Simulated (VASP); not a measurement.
BC5, 6 atoms in the cell. It takes space group P3m1 (No. 156, trigonal). The conventional cell has a = 2.552 Å, b = 2.552 Å, c = 6.400 Å, α = 90.00°, β = 90.00°, γ = 120.00°. B (site symmetry 3m) has 4 C at 1.61 to 1.63 Å within 2.1 Å. Within 2.1 Å of C (site symmetry 3m) lie 3 C at 1.56 Å and 1 B at 1.61 Å. Within 2.1 Å of C (site symmetry 3m) lie 4 C at 1.55 to 1.56 Å. C (site symmetry 3m) has 4 C at 1.50 to 1.57 Å within 2.0 Å. C (site symmetry 3m) has 4 C at 1.55 to 1.57 Å within 2.1 Å. C (site symmetry 3m) has 1 C at 1.50 Å and 3 B at 1.63 Å within 2.0 Å. 

| Property | Result |
| --- | --- |
| Program | VASP 6.6.1 |
| Task | single point |
| Functional | PBE |
| Potentials or basis | VASP PAW PBE potentials, release 64 (B, C) |
| Cutoff | 520 eV |
| k mesh | 11 × 11 × 4 |
| Occupations | gaussian, width 0.1 eV |
| Spin | no spin polarisation |
| Dipole correction | no |
| Further INCAR settings | ALGO = Normal; EDIFF = 1e-06; NBANDS = 20 |

Potentials or basis: VASP PAW PBE potentials, release 64 (B, C).

Launch:

```console
$ cat potpaw_PBE.64/B/POTCAR potpaw_PBE.64/C/POTCAR > POTCAR
$ mpirun -np 1 vasp_std > vasp.out
```

Hardware: 1 thread of AMD EPYC 7R13 Processor (Zen 3) (shared host).

**Question.** Estimate the wall time of this run.

**Answer.** Wall time 31 s on 1 thread of AMD EPYC 7R13 Processor (Zen 3), with other jobs on the host, peak memory 0.13 GiB. Counts: scf iterations 14, k points 58.
